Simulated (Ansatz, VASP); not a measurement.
Two plane-wave programs on TaN

```xyz
2
Lattice="0.0000 2.2204 2.2204 2.2204 0.0000 2.2204 2.2204 2.2204 0.0000" Properties=species:S:1:pos:R:3 pbc="T T T"
Ta    0.0000    0.0000    0.0000
N     2.2204    2.2204    2.2204
```

Alike in both runs: task relaxation of cell and atoms; functional PBEsol; k mesh 8 × 8 × 8; occupations gaussian, width 0.1 eV; no spin polarisation.

```csv
,VASP,Ansatz
version,VASP 6.6.1,Ansatz 0.2.0
potentials or method,"VASP PAW PBE potentials, release 64 (Ta_pv, N), cutoff 600 eV","scalar-relativistic, plane waves, PAW"
valence electrons in the cell,16,18
```

Ansatz gave:

```
gap on the k mesh at the Fermi level, each at its own relaxed structure (eV) : none
relaxed volume (Å³/atom)                                                     : 10.48
relaxed cell length with the largest relative difference (Å)                 : 3.095
```

**Question.** Which values does VASP return?

**Answer.** gap on the k mesh at the Fermi level, each at its own relaxed structure (eV): none; relaxed volume (Å³/atom): 10.52; relaxed cell length with the largest relative difference (Å): 3.099.

VASP's potentials were made for PBE, not for PBEsol. A gap of «none» marks a metal or a gap that the smearing closes. VASP's potentials hold 16 valence electrons a cell and Ansatz's 18, so a difference there can come from the potentials and not from the codes.

Spin-orbit coupling is off throughout. Noted on VASP's run: too few bands were computed for a metal, which touches its energy and stress.
